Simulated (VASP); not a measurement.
# TiAl (P4/mmm) in VASP: a series of runs, part 3 of 3

VASP 6.6.1. Earlier steps stand in the parts before.

### 4 Single point, PBEsol

This run uses another cell than the first one, of the same volume but with other edges.

Contents of INCAR:

```
  PREC = Accurate
  ENCUT = 520
  EDIFF = 1E-6
  ISMEAR = 0
  SIGMA = 0.15
  LREAL = F
  LASPH = T
  NELM = 60
  ALGO = Fast
  ISIF = 2
  LWAVE = F
  LCHARG = F
  GGA = PS
  NBANDS = 14
```

Contents of KPOINTS:

```
regular mesh
0
Gamma
  22 22 22
```

Contents of POSCAR:

```
TiAl
1.0
    3.2454352675      0.0000000000      0.0000000000
    0.0000000000      3.2454352675      0.0000000000
    0.0000000000      0.0000000000      2.9858004461
Ti Al
1 1
Direct
    0.0000000000      0.0000000000      0.0000000000
    0.5000000000      0.5000000000      0.5000000000
```

Potentials or basis: VASP PAW PBE potentials, release 64 (Ti_sv, Al).

The run is started by

```
cat potpaw_PBE.64/Ti_sv/POTCAR potpaw_PBE.64/Al/POTCAR > POTCAR
mpirun -np 1 vasp_std > vasp.out
```

OUTCAR:

```text
PREC = Accurate
   ENCUT = 520
   EDIFF = 1E-6
   ISMEAR = 0
   LREAL = F
   LASPH = T
   NELM = 60
   ISIF = 2
   GGA = PS

 ion  position               nearest neighbor table
   1  0.000  0.000  0.000-   2 2.74   2 2.74   2 2.74   2 2.74   2 2.74   2 2.74   2 2.74   2 2.74

   2  0.500  0.500  0.500-   1 2.74   1 2.74   1 2.74   1 2.74   1 2.74   1 2.74   1 2.74   1 2.74

  LATTYP: Found a simple tetragonal cell.
 ALAT       =     3.2454352675
 C/A-ratio  =     0.9200000000

  Lattice vectors:

 A1 = (   3.2454352675,   0.0000000000,   0.0000000000)
 A2 = (   0.0000000000,   3.2454352675,   0.0000000000)
 A3 = (   0.0000000000,   0.0000000000,   2.9858004461)

Analysis of symmetry for initial positions (statically):
=====================================================================
 Subroutine PRICEL returns:
 Original cell was already a primitive cell.

 Routine SETGRP: Setting up the symmetry group for a
 simple tetragonal supercell.

 Subroutine GETGRP returns: Found 16 space group operations
 (whereof 16 operations were pure point group operations)
 out of a pool of 16 trial point group operations.

[... 176 lines left out ...]
      5      -0.4548      2.00000
      6       7.3075      2.00000
      7       7.4956      2.00000
      8      10.4550      0.00000
      9      10.9291      0.00000
     10      10.9291      0.00000
     11      12.6727      0.00000
     12      12.6727      0.00000
     13      15.0678      0.00000
     14      17.5955      0.00000
[... 377 lines left out ...]
      1     -47.7071      2.00000
      2     -24.0603      2.00000
      3     -24.0589      2.00000
      4     -23.9099      2.00000
      5      -0.2021      2.00000
      6       7.2216      2.00000
      7       7.5000      2.00000
      8       9.9177      0.00000
      9      10.7632      0.00000
     10      10.8584      0.00000
     11      12.5325      0.00000
     12      12.6844      0.00000
     13      15.5299      0.00000
     14      17.7989      0.00000

 [... further k-points ...]

------------------------ aborting loop because EDIFF is reached ----------------------------------------

  FORCE on cell =-STRESS in cart. coord.  units (eV):
  Direction    XX          YY          ZZ          XY          YZ          ZX
  --------------------------------------------------------------------------------------
  -------------------------------------------------------------------------------------
  Total        0.1089156      0.1089156     -0.1690047      0.0000000      0.0000000      0.0000000
  in kB        5.5487370      5.5487370     -8.6099929      0.0000000      0.0000000      0.0000000
  external PRESSURE =       0.8291604 kB  Pullay stress =       0.0000000 kB

 VOLUME and BASIS-vectors are now :
 -----------------------------------------------------------------------------
  energy-cutoff  :      520.00
  volume of cell :       31.45
      direct lattice vectors                 reciprocal lattice vectors
     3.245435267  0.000000000  0.000000000     0.308125080  0.000000000  0.000000000
     0.000000000  3.245435267  0.000000000     0.000000000  0.308125080  0.000000000
     0.000000000  0.000000000  2.985800446     0.000000000  0.000000000  0.334918565

 POSITION                                       TOTAL-FORCE (eV/Angst)
 -----------------------------------------------------------------------------------
      0.00000      0.00000      0.00000         0.000000      0.000000      0.000000
      1.62272      1.62272      1.49290         0.000000      0.000000      0.000000
 -----------------------------------------------------------------------------------
    total drift:                                0.000000      0.000000      0.000000

  FREE ENERGIE OF THE ION-ELECTRON SYSTEM (eV)
  ---------------------------------------------------
  free  energy   TOTEN  =       -12.9935454144 eV

  energy  without entropy=      -12.9644887270  energy(sigma->0) =      -12.97901707
```

OSZICAR:

```text
N       E                     dE             d eps       ncg     rms          rms(c)
DAV:   1     0.992587615033E+02    0.99259E+02   -0.70495E+03 26250   0.109E+03
DAV:   2    -0.915514510555E+01   -0.10841E+03   -0.10442E+03 27042   0.301E+02
DAV:   3    -0.145415047043E+02   -0.53864E+01   -0.52279E+01 39942   0.647E+01
[... 15 lines left out ...]
RMM:  19    -0.129935381043E+02   -0.42967E-05   -0.40694E-05 33029   0.265E-02    0.133E-02
RMM:  20    -0.129935413153E+02   -0.32110E-05   -0.31645E-05 31474   0.218E-02    0.188E-02
RMM:  21    -0.129935431738E+02   -0.18585E-05   -0.17707E-05 28946   0.169E-02    0.217E-02
RMM:  22    -0.129935444612E+02   -0.12875E-05   -0.14180E-05 24660   0.124E-02    0.205E-02
RMM:  23    -0.129935454144E+02   -0.95320E-06   -0.88311E-06 24319   0.109E-02
   1 F= -.12993545E+02 E0= -.12979017E+02  d E =-.290567E-01
```

stdout:

```text
POSCAR found type information on POSCAR TiAl
 POSCAR found :  2 types and       2 ions
 scaLAPACK will be used
 -----------------------------------------------------------------------------
|                                                                             |
|                                                                             |
[... 18 lines left out ...]
WARNING in EDDRMM: call to ZHEGV failed, returncode =   6  3      5
WARNING in EDDRMM: call to ZHEGV failed, returncode =   6  3      6
WARNING in EDDRMM: call to ZHEGV failed, returncode =   6  3      5
WARNING in EDDRMM: call to ZHEGV failed, returncode =   6  3     14
WARNING in EDDRMM: call to ZHEGV failed, returncode =   6  3      5
WARNING in EDDRMM: call to ZHEGV failed, returncode =   6  3      6
WARNING in EDDRMM: call to ZHEGV failed, returncode =   6  3      5
WARNING in EDDRMM: call to ZHEGV failed, returncode =   6  3      8
```

It took 8.5 min on 1 thread of Intel Xeon Platinum 8175M at 2.50GHz (Skylake/Cascade Lake), shared host; peak memory 0.5 GiB.

Results:

```yaml
Free_energy: -12.9935 eV
Pressure: 0.1 GPa
```

Stress tensor (GPa, compression positive):
```
 0.55  0.00  0.00
 0.00  0.55  0.00
 0.00  0.00 -0.86
```

Caveat: the PAW data sets were made with another functional, which shifts forces and pressure a little.

### 5 Single point, PBEsol

This run uses another cell than the first one, of the same volume but with other edges.

Contents of INCAR:

```
SYSTEM = TiAl
PREC     = Accurate       ! precision mode
ENCUT    = 520            ! plane-wave cutoff, eV
EDIFF    = 1E-7           ! SCF threshold, eV
ISMEAR   = 0              ! smearing method
SIGMA    = 0.15           ! smearing width, eV
LREAL    = .False.        ! projectors in reciprocal space
LASPH    = .True.         ! aspherical terms in the spheres
NELM     = 80             ! most SCF steps
ALGO     = Fast           ! electronic algorithm
ISIF     = 2              ! what is computed and relaxed
LWAVE    = .False.        ! write WAVECAR
LCHARG   = .True.         ! write CHGCAR
GGA      = PS             ! functional
LELF     = .True.         ! ELF
LVHAR    = .True.       
NBANDS   = 14             ! bands
```

Contents of KPOINTS:

```
Automatic mesh
0
Gamma
  22 22 22
  0 0 0
```

Contents of POSCAR:

```
TiAl
1.0
    3.0577689429      0.0000000000      0.0000000000
    0.0000000000      3.0577689429      0.0000000000
    0.0000000000      0.0000000000      3.3635458372
Ti Al
1 1
Direct
    0.0000000000      0.0000000000      0.0000000000
    0.5000000000      0.5000000000      0.5000000000
```

The run is started by

```
cat potpaw_PBE.64/Ti_sv/POTCAR potpaw_PBE.64/Al/POTCAR > POTCAR
mpirun -np 1 vasp_std > vasp.out
```

It took 15 min on 1 thread of Intel Xeon Platinum 8175M at 2.50GHz (Skylake/Cascade Lake), shared host; peak memory 0.51 GiB.

Results (log left out):

- Free energy: -13.0261 eV
- Pressure: 0.2 GPa

Stress tensor (GPa, compression positive):
```
-2.19  0.00  0.00
 0.00 -2.19  0.00
 0.00  0.00  4.85
```

Levels at points of the mesh, in eV from the Fermi level:
```tsv
k point	band 3	band 4	band 5	band 6	band 7	band 8	band 9	band 10	band 11	band 12
(0.00, 0.00, 0.00)	-32.79	-32.79	-9.29	-1.57	-1.29	1.80	1.80	2.25	2.96	5.50
(0.50, 0.00, 0.00)	-32.89	-32.77	-5.66	-5.11	-0.49	-0.44	0.61	2.07	3.54	6.44
(0.50, 0.50, 0.00)	-33.00	-32.87	-4.57	-1.69	-1.69	-1.28	0.31	0.31	3.21	5.14
(0.00, 0.00, 0.50)	-32.78	-32.78	-6.55	-5.30	-0.64	0.56	0.56	2.37	2.43	6.76
(0.50, 0.00, 0.50)	-32.99	-32.76	-5.16	-2.42	-1.88	-1.48	0.96	1.13	2.62	4.79
(0.50, 0.50, 0.50)	-32.99	-32.96	-3.06	-3.06	-3.05	0.92	2.71	2.79	3.22	3.22
```

Caveat: the PAW data sets were made with another functional, which shifts forces and pressure a little.

### 6 The runs side by side

| cell | further INCAR settings | gap on the mesh (eV) | pressure (GPa) |
| --- | --- | --- | --- |
| a = 3.429, b = 3.429, c = 2.675 Å, 2 atoms | ALGO = Fast; EDIFF = 1e-06; NBANDS = 14 | none | 2.2 |
| a = 2.892, b = 2.892, c = 3.760 Å, 2 atoms | ALGO = Fast; EDIFF = 1e-07; NBANDS = 14 | none | 0.2 |
| a = 3.245, b = 3.245, c = 2.986 Å, 2 atoms | ALGO = Fast; EDIFF = 1e-06; NBANDS = 14 | none | 0.1 |
| a = 3.058, b = 3.058, c = 3.364 Å, 2 atoms | ALGO = Fast; EDIFF = 1e-07; NBANDS = 14 | none | 0.2 |

Alike in all rows: task single point; level PBEsol; potentials or basis VASP PAW PBE potentials, release 64 (Ti_sv, Al); no spin polarisation; k mesh 22 × 22 × 22; cutoff (eV) 520; smearing gaussian 0.15 eV.

Caveats: the PAW data sets were made with another functional, which shifts forces and pressure a little.

Total energies depend on the potentials used, so only differences within one code and one set of settings carry meaning.
